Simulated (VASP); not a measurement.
A run of VASP 6.6.1:

The input POSCAR:

```
TiN
1.0
    0.0000000000      2.1447607800      2.1447607800
    2.1447607800      0.0000000000      2.1447607800
    2.1447607800      2.1447607800      0.0000000000
Ti N
1 1
Direct
    0.0000000000      0.0000000000      0.0000000000
    0.5000000000      0.5000000000      0.5000000000
```

INCAR.step1

```
PREC = Accurate ; ENCUT = 910
ISMEAR = -1 ; SIGMA = 0.1
LREAL = False ; LASPH = True
NELM = 120 ; NBANDS = 16
GGA = PE ; ALGO = Normal
EDIFF = 1E-5 ; LWAVE = True
LCHARG = False ; GGA_COMPAT = False
```

INCAR.step2

```
PREC = Accurate ; ENCUT = 910
EDIFF = 1E-6 ; ISMEAR = -1
SIGMA = 0.1 ; LREAL = False
LASPH = True ; NELM = 120
ALGO = Normal ; ISIF = 2
LWAVE = False ; LCHARG = False
METAGGA = R2SCAN ; LMIXTAU = True
NBANDS = 16 ; ISTART = 1
GGA_COMPAT = False
```

KPOINTS

```
regular mesh
0
Gamma
  14 14 14
```

Potentials or basis: VASP PAW PBE potentials, release 64 (Ti_sv, N_h).

The run is started by

```console
$ cat potpaw_PBE.64/Ti_sv/POTCAR potpaw_PBE.64/N_h/POTCAR > POTCAR
$ cp INCAR.step1 INCAR
$ mpirun -np 1 vasp_std > vasp.out
$ cp INCAR.step2 INCAR
$ mpirun -np 1 vasp_std > vasp.out
```

Hardware: 1 thread of Intel(R) Xeon(R) Platinum 8259CL CPU @ 2.50GHz (Skylake/Cascade Lake), with other jobs on the host.

Question: Estimate the wall time of this run.

Answer: Run time: 5.4 min on 1 thread of Intel(R) Xeon(R) Platinum 8259CL CPU @ 2.50GHz (Skylake/Cascade Lake), on a shared host, peak memory 0.22 GiB. Counts: k points 104.
